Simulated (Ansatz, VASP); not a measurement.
**One calculation of TiSiTe3, two programs**

File INCAR:

```
SYSTEM = TiSiTe3
PREC = Accurate
ENCUT = 600
EDIFF = 1E-7
ISMEAR = 0
SIGMA = 0.1
LREAL = .False.
LASPH = .True.
NELM = 100
ALGO = Normal
ISIF = 3
LWAVE = .False.
LCHARG = .False.
GGA = PE
IBRION = 2
NSW = 90
EDIFFG = -0.04
```

File KPOINTS:

```
regular mesh
0
Gamma
  6 6 4
  0 0 0
```

The input POSCAR:

```
TiSiTe3
1.0
    5.3889649900      0.0000000000      0.0000000000
   -2.6944824900      4.6669805800      0.0000000000
    0.0000000000      0.0000000000      5.4740385800
Ti Si Te
1 1 3
Direct
    0.3333333300      0.6666666700      0.5000000000
    0.6666666700      0.3333333300      0.0000000000
    0.0000000000      0.0000000000      0.0000000000
    0.6666666700      0.3333333300      0.5000000000
    0.0000000000      0.0000000000      0.5000000000
```

Input for Ansatz:

```yaml
crystal:
  lattice:
    - [5.38896499, 0.0, 0.0]
    - [-2.69448249, 4.66698058, 0.0]
    - [0.0, 0.0, 5.47403858]
  atoms:
    - { symbol: Ti, position: [0.33333333, 0.66666667, 0.5] }
    - { symbol: Si, position: [0.66666667, 0.33333333, 0.0] }
    - { symbol: Te, position: [0.0, 0.0, 0.0] }
    - { symbol: Te, position: [0.66666667, 0.33333333, 0.5] }
    - { symbol: Te, position: [0.0, 0.0, 0.5] }
basis:
  ecutwfc: 420
kpoints:
  mp_grid: { grid: [6, 6, 4] }
hamiltonian:
  xc: pbe
scf:
  occupations: { method: gaussian, width: 0.1 }
  lower_state_search: "off"
output:
  forces: true
  stress: true
  eigenvalues: true
relax:
  adjacent_minimum: "off"
  f_tol: 0.04
  max_steps: 70
  cell: { stress_tol: 0.4 }
```

Alike in both runs: task relaxation of cell and atoms; functional PBE; k mesh 6 × 6 × 4; occupations gaussian, width 0.1 eV; no spin polarisation.

```csv
,VASP,Ansatz
version,VASP 6.6.1,Ansatz 0.2.0
potentials or method,"VASP PAW PBE potentials, release 64 (Ti_sv, Si, Te), cutoff 600 eV","scalar-relativistic, plane waves, PAW"
valence electrons in the cell,34,64
```

VASP gave:

```
gap on the k mesh at the Fermi level, each at its own relaxed structure (eV) : none
relaxed volume (Å³/atom)                                                     : 28.81
relaxed length of the cell vector where the two differ most in proportion (Å)              : 5.231
```

Question: Which values does Ansatz return?

Answer: gap on the k mesh at the Fermi level, each at its own relaxed structure (eV): none; relaxed volume (Å³/atom): 28.89; relaxed length of the cell vector where the two differ most in proportion (Å): 5.243.

A gap of «none» marks a metal or a gap that the smearing closes. VASP's potentials hold 34 valence electrons a cell and Ansatz's 64, so a difference there can come from the potentials and not from the codes.

Spin-orbit coupling is off throughout.
